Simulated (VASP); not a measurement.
The system is C.

```
C
1.0
     1.22750    0.70870    6.91418
    -1.22750    0.70870    6.91418
     0.00000   -1.41740    6.91418
C
4
Direct
  0.91911 0.91911 0.91911
  0.25245 0.25245 0.25245
  0.74755 0.74755 0.74755
  0.08089 0.08089 0.08089
```

Base run:

| Item | Value |
| --- | --- |
| Program | VASP 6.6.1 |
| Functional | PBE |
| Potentials or basis | VASP PAW PBE potentials, release 64 (C) |
| Cutoff | 520 eV |
| k mesh | 12 × 12 × 12 |
| Occupations | fermi-dirac, width 0.02 eV |
| Spin | no spin polarisation |

Its results: pressure 5.0 GPa; largest force 0.022 eV/Å.

**Question.** The run is repeated on the same cell with these changes: functional from PBE to LDA; potentials or basis from VASP PAW PBE potentials, release 64 (C) to VASP PAW LDA potentials, release 64 (C). What comes out?

**Answer.** Pressure -2.7 GPa; largest force 0.011 eV/Å.

Caveats: the cell stands under pressure (at least some runs); this functional lacks dispersion, which binds the layers, so the pressure and a relaxed spacing across them are unreliable (at least some runs).
